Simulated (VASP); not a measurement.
Input of a VASP 6.6.1 run:

INCAR

```
SYSTEM = Li
  PREC = Accurate
  ENCUT = 520
  EDIFF = 1E-7
  ISMEAR = -1
  SIGMA = 0.1
  LREAL = .False.
  LASPH = .True.
  NELM = 100
  ALGO = Normal
  ISIF = 2
  LWAVE = .False.
  LCHARG = .True.
  GGA = PE
  LELF = .True.
  LVHAR = .True.
  NBANDS = 10
```

File KPOINTS:

```
Automatic mesh
0
Gamma
  14 14 8
  0 0 0
```

Contents of POSCAR:

```
Li
1.0
    2.5506521898      0.0000000000      0.0000000000
   -1.2753260949      2.2089295926      0.0000000000
    0.0000000000      0.0000000000      4.1695558736
Li
2
Direct
    0.3333333333      0.6666666667      0.2500000000
    0.6666666667      0.3333333333      0.7500000000
```

Potentials or basis: VASP PAW PBE potentials, release 64 (Li_sv).

The run is started by

```bash
$ cat potpaw_PBE.64/Li_sv/POTCAR > POTCAR
$ mpirun -np 1 vasp_std > vasp.out
```

(1) Estimate the band gap on the k mesh.

## Answers

(1) zero (band 3 reaches 5.07 eV, above the bottom of band 4 at -0.28 eV).
